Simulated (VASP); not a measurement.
Crystal: Na.

```
Na
1.0
    -2.14100    2.14100    2.14100
     2.14100   -2.14100    2.14100
     2.14100    2.14100   -2.14100
Na
1
Direct
  0.00000 0.00000 0.00000
```

| Quantity | Value |
| --- | --- |
| Program | VASP 6.6.1 |
| Task | relaxation of cell and atoms |
| Functional | PBEsol |
| Potentials or basis | VASP PAW PBE potentials, release 64 (Na_pv) |
| Cutoff | 500 eV |
| k mesh | 8 × 8 × 8 |
| Occupations | fermi-dirac, width 0.1 eV |
| Spin | no spin polarisation |

At the start: pressure -0.5 GPa; volume 39.26 Å³/atom.

Question: How do energy, volume and symmetry change on relaxing?

Answer: Over 3 steps the energy falls by 4.7 meV/atom and the volume is 36.42 Å³/atom (-7.2 %); space group Im-3m (No. 229, to 0.1 Å) before and after.

The path:
| step | energy change (eV) | largest force (eV/Å) | pressure (GPa) | volume (Å³) |
| --- | --- | --- | --- | --- |
| 1 | 0.0000 | 0.0000 | -0.52 | 39.26 |
| 2 | -0.0021 | 0.0000 | -0.40 | 38.53 |
| 3 | -0.0047 | 0.0000 | 0.00 | 36.42 |

Final structure:
```cif
data_structure
_symmetry_space_group_name_H-M 'P 1'
_symmetry_Int_Tables_number 1
_cell_length_a 3.6167
_cell_length_b 3.6167
_cell_length_c 3.6167
_cell_angle_alpha 109.471
_cell_angle_beta 109.471
_cell_angle_gamma 109.471
_cell_volume 36.42
loop_
_atom_site_label
_atom_site_type_symbol
_atom_site_fract_x
_atom_site_fract_y
_atom_site_fract_z
_atom_site_occupancy
Na1 Na 0.00000 0.00000 0.00000 1
```

Caveat: the PAW data sets were made with another functional, which shifts forces and pressure a little.
